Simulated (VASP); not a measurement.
# HfOs (Pm-3m) in VASP: single point with LDA

Aim: the single point of HfOs with LDA.

Everything below comes from runs of VASP 6.6.1. Logs are shortened: lines on timing, memory, paths and dates and some standing lists are left out, and cuts for length are marked.

## Step 1: The cell of the first run

It takes space group Pm-3m (No. 221, cubic). Conventional cell: a = 3.239 Å, b = 3.239 Å, c = 3.239 Å, α = 90.00°, β = 90.00°, γ = 90.00°. Within 3.7 Å of Hf (site symmetry m-3m) lie 8 Os at 2.81 Å and 6 Hf at 3.24 Å. Within 3.7 Å of Os (site symmetry m-3m) lie 8 Hf at 2.81 Å and 6 Os at 3.24 Å.

## Step 2: Single point, LDA, collinear spin, zero start

The input, INCAR:

```
SYSTEM = HfOs
PREC = Accurate
ENCUT = 520
EDIFF = 1E-6
ISMEAR = 1
SIGMA = 0.1
LREAL = .FALSE.
LASPH = .TRUE.
NELM = 150
ALGO = Normal
ISIF = 2
LWAVE = .FALSE.
LCHARG = .FALSE.
ISPIN = 2
MAGMOM = 0 0
LORBIT = 11
LMAXMIX = 4
NBANDS = 20
```

The input, KPOINTS:

```
regular mesh
0
G
  8 8 8
  0 0 0
```

The input, POSCAR:

```
HfOs
1.0
    3.2390000000      0.0000000000      0.0000000000
    0.0000000000      3.2390000000      0.0000000000
    0.0000000000      0.0000000000      3.2390000000
Hf Os
1 1
Direct
    0.0000000000      0.0000000000      0.0000000000
    0.5000000000      0.5000000000      0.5000000000
```

Potentials or basis: VASP PAW LDA potentials, release 64 (Hf_pv, Os).

Command:

```console
cat potpaw_LDA.64/Hf_pv/POTCAR potpaw_LDA.64/Os/POTCAR > POTCAR
mpirun -np 1 vasp_std > vasp.out
```

OUTCAR:

```text
SYSTEM = HfOs
   PREC = Accurate
   ENCUT = 520
   EDIFF = 1E-6
   ISMEAR = 1
   LREAL = .FALSE.
   LASPH = .TRUE.
   NELM = 150
   ISIF = 2
   ISPIN = 2
   LORBIT = 11

 ion  position               nearest neighbor table
   1  0.000  0.000  0.000-   2 2.81   2 2.81   2 2.81   2 2.81   2 2.81   2 2.81   2 2.81   2 2.81

   2  0.500  0.500  0.500-   1 2.81   1 2.81   1 2.81   1 2.81   1 2.81   1 2.81   1 2.81   1 2.81

  LATTYP: Found a simple cubic cell.
 ALAT       =     3.2390000000

  Lattice vectors:

 A1 = (   3.2390000000,   0.0000000000,   0.0000000000)
 A2 = (   0.0000000000,   3.2390000000,   0.0000000000)
 A3 = (   0.0000000000,   0.0000000000,   3.2390000000)

Analysis of symmetry for initial positions (statically):
=====================================================================
 Subroutine PRICEL returns:
 Original cell was already a primitive cell.

 Routine SETGRP: Setting up the symmetry group for a
 simple cubic supercell.

 Subroutine GETGRP returns: Found 48 space group operations
 (whereof 48 operations were pure point group operations)
 out of a pool of 48 trial point group operations.

The static configuration has the point symmetry O_h .

Analysis of symmetry for dynamics (positions and initial velocities):
=====================================================================
 Subroutine PRICEL returns:
 Original cell was already a primitive cell.

 Routine SETGRP: Setting up the symmetry group for a
 simple cubic supercell.

 Subroutine GETGRP returns: Found 48 space group operations
 (whereof 48 operations were pure point group operations)
 out of a pool of 48 trial point group operations.

The dynamic configuration has the point symmetry O_h .

Analysis of structural, dynamic, and magnetic symmetry:
=====================================================================
 Subroutine PRICEL returns:
 Original cell was already a primitive cell.

 Routine SETGRP: Setting up the symmetry group for a
 simple cubic supercell.

 Subroutine GETGRP returns: Found 48 space group operations
 (whereof 48 operations were pure point group operations)
 out of a pool of 48 trial point group operations.

The overall configuration has the point symmetry O_h .

 Subroutine INISYM returns: Found 48 space group operations
 (whereof 48 operations are pure point group operations),
 and found     1 'primitive' translations

----------------------------------------------------------------------------------------

                                     Primitive cell

  volume of cell :      33.9807

  direct lattice vectors                    reciprocal lattice vectors
[... 113 lines left out ...]
   LHFCALC =     F    Hartree Fock is set to
   AEXX    =    0.0000 exact exchange contribution
   IVDW    =     0    specifies the selected vdW correction
   LEPSILON=     F    determine dielectric tensor
   LRPA    =     F    only Hartree local field effects (RPA)
 spin polarized calculation
 Methfessel and Paxton  Order N= 1 SIGMA  =   0.10
  energy-cutoff  :      520.00
  volume of cell :       33.98
 maximum number of plane-waves:       932
   NGX = 13   NGY = 13   NGZ = 13

 number of electron      18.0000002 magnetization      -0.0000208

 number of electron      18.0000002 magnetization       0.0000045

 Free energy of the ion-electron system (eV)
  ---------------------------------------------------
  ext. energy  EPLUGINS =         0.00000000
  ---------------------------------------------------
  free energy    TOTEN  =       -24.72729781 eV

  energy without entropy =      -24.72680764  energy(sigma->0) =      -24.72713442

 E-fermi :   7.2239     XC(G=0): -12.9319

 val. band max:        7.2019524203   @ k =   0.5000   0.3750   0.0000
 cond. band min:       7.2945946140   @ k =   0.3750   0.1250   0.0000
 fundamental gap:      0.0926421937
 Fermi energy:         7.2238787683

 spin component 1

 k-point     1 :       0.0000    0.0000    0.0000
  band No.  band energies     occupation
      1     -23.1909      1.00000
      2     -23.1909      1.00000
      3     -23.1909      1.00000
      4      -1.9339      1.00000
      5       1.6798      1.00000
      6       1.6798      1.00000
[... 541 lines left out ...]
     19      19.7967      0.00000
     20      20.6400      0.00000

 [... further k-points ...]

 spin component 2

 k-point     1 :       0.0000    0.0000    0.0000
  band No.  band energies     occupation
      1     -23.1909      1.00000
      2     -23.1909      1.00000
      3     -23.1909      1.00000
      4      -1.9339      1.00000
      5       1.6798      1.00000
      6       1.6798      1.00000
[... 541 lines left out ...]
     19      19.7967      0.00000
     20      20.6400      0.00000

 [... further k-points ...]

------------------------ aborting loop because EDIFF is reached ----------------------------------------

  FORCE on cell =-STRESS in cart. coord.  units (eV):
  Direction    XX          YY          ZZ          XY          YZ          ZX
  --------------------------------------------------------------------------------------
  -------------------------------------------------------------------------------------
  Total       -1.8692173     -1.8692173     -1.8692173     -0.0000000     -0.0000000      0.0000000
  in kB      -88.1327928    -88.1327928    -88.1327928     -0.0000000     -0.0000000      0.0000000
  external PRESSURE =     -88.1327928 kB  Pullay stress =       0.0000000 kB

 VOLUME and BASIS-vectors are now :
 -----------------------------------------------------------------------------
  energy-cutoff  :      520.00
  volume of cell :       33.98
      direct lattice vectors                 reciprocal lattice vectors
     3.239000000  0.000000000  0.000000000     0.308737265  0.000000000  0.000000000
     0.000000000  3.239000000  0.000000000     0.000000000  0.308737265  0.000000000
     0.000000000  0.000000000  3.239000000     0.000000000  0.000000000  0.308737265

 POSITION                                       TOTAL-FORCE (eV/Angst)
 -----------------------------------------------------------------------------------
      0.00000      0.00000      0.00000         0.000000      0.000000      0.000000
      1.61950      1.61950      1.61950         0.000000      0.000000      0.000000
 -----------------------------------------------------------------------------------
    total drift:                                0.000000      0.000000     -0.000000

  FREE ENERGIE OF THE ION-ELECTRON SYSTEM (eV)
  ---------------------------------------------------
  free  energy   TOTEN  =       -24.7272978116 eV

  energy  without entropy=      -24.7268076393  energy(sigma->0) =      -24.72713442

 total charge

# of ion       s       p       d       tot
------------------------------------------
    1        0.389   6.615   1.635   8.639
    2        0.654   0.535   6.288   7.477
--------------------------------------------------
tot          1.043   7.150   7.922  16.116

 magnetization (x)

# of ion       s       p       d       tot
------------------------------------------
    1       -0.000  -0.000   0.000   0.000
    2        0.000  -0.000   0.000   0.000
--------------------------------------------------
tot          0.000  -0.000   0.000   0.000
```

stdout:

```text
POSCAR found type information on POSCAR HfOs
 POSCAR found :  2 types and       2 ions
 scaLAPACK will be used
 LDA part: xc-table for (Slater(with rela. corr.)+CA(PZ))
 , standard interpolation
 POSCAR, INCAR and KPOINTS ok, starting setup
 FFT: planning ... GRIDC
 FFT: planning ... GRID_SOFT
 FFT: planning ... GRID
 WAVECAR not read
 entering main loop
```

It took 10 s on 1 thread of Intel Xeon 6975P-C (Granite Rapids), shared host; peak memory 0.16 GiB.

Results:

```yaml
Free_energy: -24.7273 eV
Pressure: -8.8 GPa
Band_gap_on_the_k_mesh: zero (filled and empty bands overlap)
Net_moment: 0.00 μB per cell
Valence_electrons_inside_the_program's_atomic_spheres: Hf 8.64; Os 7.48
```

Caveat: spin-orbit coupling is left out, which moves the levels of the heavy elements.
